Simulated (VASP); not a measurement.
Set up this calculation in VASP 6.6.1, as the native input.

- Task: single point
- Functional: r2SCAN
- Potentials or basis: VASP PAW PBE potentials, release 64 (Zn, Se)
- Cutoff: 520 eV
- k mesh: 6 × 6 × 4
- Occupations: fermi-dirac, width 0.02 eV
- Spin: no spin polarisation
- Dipole correction: no
- Further INCAR settings: ALGO = Normal; EDIFF = 1e-07; NBANDS = 26

The system is ZnSe.

```
Zn Se
1.0
     3.77967    0.00000    0.00000
    -1.88983    3.27329    0.00000
     0.00000    0.00000    6.13190
Zn Se
2 2
Direct
  0.00000 0.00000 0.00000
  0.00000 0.00000 0.50000
  0.33333 0.66667 0.25000
  0.66667 0.33333 0.75000
```

One way to write it, as run:

POSCAR

```
ZnSe
1.0
    3.7796697619      0.0000000000      0.0000000000
   -1.8898348810      3.2732900317      0.0000000000
    0.0000000000      0.0000000000      6.1318974053
Zn Se
2 2
Direct
    0.0000000000      0.0000000000      0.0000000000
    0.0000000000      0.0000000000      0.5000000000
    0.3333333333      0.6666666667      0.2500000000
    0.6666666667      0.3333333333      0.7500000000
```

INCAR.step1

```
PREC     = Accurate       # precision mode
ENCUT    = 520            # plane-wave cutoff, eV
ISMEAR   = -1             # smearing method
SIGMA    = 0.02           # smearing width, eV
LREAL    = False          # projectors in reciprocal space
LASPH    = True           # aspherical terms in the spheres
NELM     = 60             # most SCF steps
NBANDS   = 26             # bands
GGA      = PE             # functional
ALGO     = Normal         # electronic algorithm
EDIFF    = 1E-4           # SCF threshold, eV
LWAVE    = True           # write WAVECAR
LCHARG   = False          # write CHGCAR
```

INCAR.step2

```
PREC     = Accurate       # precision mode
ENCUT    = 520            # plane-wave cutoff, eV
EDIFF    = 1E-7           # SCF threshold, eV
ISMEAR   = -1             # smearing method
SIGMA    = 0.02           # smearing width, eV
LREAL    = False          # projectors in reciprocal space
LASPH    = True           # aspherical terms in the spheres
NELM     = 60             # most SCF steps
ALGO     = Normal         # electronic algorithm
ISIF     = 2              # what is computed and relaxed
LWAVE    = False          # write WAVECAR
LCHARG   = True           # write CHGCAR
METAGGA  = R2SCAN         # meta-GGA
LMIXTAU  = True         
LELF     = True           # ELF
LVHAR    = True         
NBANDS   = 26             # bands
ISTART   = 1
```

KPOINTS

```
Automatic mesh
0
Gamma
  6 6 4
```

Potentials or basis: VASP PAW PBE potentials, release 64 (Zn, Se).

Run with:

```console
$ cat potpaw_PBE.64/Zn/POTCAR potpaw_PBE.64/Se/POTCAR > POTCAR
$ cp INCAR.step1 INCAR
$ mpirun -np 1 vasp_std > vasp.out
$ cp INCAR.step2 INCAR
$ mpirun -np 1 vasp_std > vasp.out
```

Results of the run:

```yaml
Pressure: 0.2 GPa
Band_gap_on_the_k_mesh: zero (bands 18 and 19 overlap by 0.01 eV)
```

Caveat: semilocal functionals underestimate gaps, and a narrow one can read as zero; the PAW data sets were made with another functional, which shifts forces and pressure a little.

It took 3.8 min on 1 thread of Intel(R) Xeon(R) Platinum 8259CL CPU @ 2.50GHz (Skylake/Cascade Lake), on a shared host, peak memory 0.21 GiB.
